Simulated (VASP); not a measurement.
BN: single point with PBE

The system is BN.

```xyz
4
Lattice="2.6127 0.0000 0.0000 -1.3063 2.2626 0.0000 0.0000 0.0000 8.4303" Properties=species:S:1:pos:R:3 pbc="T T T"
B     0.0000    1.5084    2.1076
B     1.3063    0.7542    6.3227
N     0.0000    1.5084    6.3227
N     1.3063    0.7542    2.1076
```

This cell differs from its parent crystal: biaxial strain in the a-b plane: +4.0 %, then relaxed in part.

* Program: VASP 6.6.1
* Task: single point
* Functional: PBE
* Potentials or basis: VASP PAW PBE potentials, release 64 (B, N)
* Cutoff: 520 eV
* k mesh: 12 × 12 × 4
* Occupations: gaussian, width 0.02 eV
* Spin: no spin polarisation
* Dipole correction: no
* Further INCAR settings: ALGO = Normal; EDIFF = 1e-06; NBANDS = 16

```
Pressure               : -18.4 GPa
Band gap on the k mesh : 4.35 eV, indirect (the least direct gap lies 1.6 meV higher)
```

Stress tensor (GPa, compression positive):
```
-27.63   0.00   0.00
  0.00 -27.63   0.00
  0.00   0.00  -0.08
```

Levels at points of the mesh, in eV from the valence-band top:
| k point | band 5 | band 6 | band 7 | band 8 | band 9 | band 10 | band 11 | band 12 |
| --- | --- | --- | --- | --- | --- | --- | --- | --- |
| (0.00, 0.00, 0.00) | -1.47 | -1.47 | -1.46 | -1.46 | 4.40 | 7.66 | 8.88 | 10.56 |
| (0.50, 0.00, 0.00) | -3.94 | -3.94 | -0.91 | -0.67 | 4.35 | 4.74 | 8.35 | 8.65 |
| (0.00, 0.00, 0.50) | -1.46 | -1.46 | -1.46 | -1.46 | 5.62 | 5.62 | 10.31 | 10.31 |
| (0.50, 0.00, 0.50) | -3.94 | -3.94 | -0.79 | -0.79 | 4.52 | 4.52 | 8.53 | 8.53 |

Run time: 23 s on 1 thread of Intel(R) Xeon(R) Platinum 8559C (Emerald Rapids) (shared host), peak memory 0.18 GiB.

Caveat: the cell differs from its parent crystal (biaxial strain in the a-b plane: +4.0 %, then relaxed in part); this functional lacks dispersion, which binds the layers, so the pressure and a relaxed spacing across them are unreliable. A k mesh can miss the band edges.
